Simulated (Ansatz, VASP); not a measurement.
One calculation of Al, two programs

File INCAR:

```
SYSTEM = Al
PREC     = Accurate       ! precision mode
ENCUT    = 520            ! plane-wave cutoff, eV
EDIFF    = 1E-6           ! SCF threshold, eV
ISMEAR   = -1             ! smearing method
SIGMA    = 0.05           ! smearing width, eV
LREAL    = .FALSE.        ! projectors in reciprocal space
LASPH    = .TRUE.         ! aspherical terms in the spheres
NELM     = 100            ! most SCF steps
ALGO     = Normal         ! electronic algorithm
ISIF     = 2              ! what is computed and relaxed
LWAVE    = .FALSE.        ! write WAVECAR
LCHARG   = .TRUE.         ! write CHGCAR
LELF     = .TRUE.         ! ELF
LVHAR    = .TRUE.       
NBANDS   = 8              ! bands
```

The input KPOINTS:

```
Automatic mesh
0
G
  12 12 12
  0 0 0
```

File POSCAR:

```
Al
1.0
   -1.6017568692      1.6017568692      1.6017568692
    1.6017568692     -1.6017568692      1.6017568692
    1.6017568692      1.6017568692     -1.6017568692
Al
1
Direct
    0.0000000000      0.0000000000      0.0000000000
```

Contents of input.yaml:

```yaml
crystal:
  lattice:
    - [-1.6017568692, 1.6017568692, 1.6017568692]
    - [1.6017568692, -1.6017568692, 1.6017568692]
    - [1.6017568692, 1.6017568692, -1.6017568692]
  atoms:
    - { symbol: Al, position: [0.0, 0.0, 0.0] }
kpoints:
  mp_grid: { grid: [12, 12, 12] }
scf:
  occupations: { method: fermi_dirac, width: 0.05 }
hamiltonian:
  xc: lda
  pseudopotentials: { kind: all_electron, lapw: { basis_error: 0.001 } }
output:
  forces: true
  stress: true
  eigenvalues: true
```

Change from the starting cell: volume scaled by 1.02.

Alike in both runs: task single point; functional LDA; k mesh 12 × 12 × 12; occupations fermi-dirac, width 0.05 eV; no spin polarisation.

```csv
,VASP,Ansatz
version,VASP 6.6.1,Ansatz 0.2.0
potentials or method,"VASP PAW LDA potentials, release 64 (Al), cutoff 520 eV","all-electron LAPW, scalar-relativistic"
```

```tsv
	VASP	Ansatz	Ansatz less VASP
gap on the k mesh at the Fermi level (eV)	none	none	-
pressure (GPa)	-0.9	-0.9	-0.04
```

LDA's correlation is that of Perdew and Zunger in VASP and of Perdew and Wang (1992) in Ansatz. A gap of «none» marks a metal or a gap that the smearing closes. Ansatz ran all-electron here, and VASP with PAW potentials.
